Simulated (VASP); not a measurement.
A run of VASP 6.6.1:

File POSCAR:

```
TiO2
1.0
   -1.8323030467      1.8323030467      4.9351408754
    1.8323030467     -1.8323030467      4.9351408754
    1.8323030467      1.8323030467     -4.9351408754
Ti O
2 4
Direct
    0.0000000000      0.0000000000      0.0000000000
    0.7500000000      0.2500000000      0.5000000000
    0.2073045411      0.2073045411      0.0000000000
    0.9573045411      0.4573045411      0.5000000000
    0.5426954589      0.0426954589      0.5000000000
    0.7926954589      0.7926954589      0.0000000000
```

INCAR.step1

```
PREC = Accurate ; ENCUT = 520
ISMEAR = 0 ; SIGMA = 0.05
LREAL = False ; LASPH = True
NELM = 80 ; NBANDS = 33
GGA = PE ; ALGO = Normal
EDIFF = 1E-4 ; LWAVE = True
LCHARG = False
```

The input INCAR.step2:

```
PREC = Accurate ; ENCUT = 520
EDIFF = 1E-6 ; ISMEAR = 0
SIGMA = 0.05 ; LREAL = False
LASPH = True ; NELM = 80
ALGO = Normal ; ISIF = 2
LWAVE = False ; LCHARG = False
METAGGA = R2SCAN ; LMIXTAU = True
NBANDS = 33 ; ISTART = 1
```

Contents of KPOINTS:

```
regular mesh
0
Gamma
  8 8 8
```

Potentials or basis: VASP PAW PBE potentials, release 64 (Ti_sv, O).

Run with:

```bash
$ cat potpaw_PBE.64/Ti_sv/POTCAR potpaw_PBE.64/O/POTCAR > POTCAR
$ cp INCAR.step1 INCAR
$ mpirun -np 1 vasp_std > vasp.out
$ cp INCAR.step2 INCAR
$ mpirun -np 1 vasp_std > vasp.out
```

Hardware: 1 thread of Intel Xeon 8259CL, with other jobs on the host.

Task: Estimate the wall time of this run.

Result: It took 25 min on 1 thread of Intel Xeon 8259CL (shared host), peak memory 0.34 GiB. Counts: k points 59.
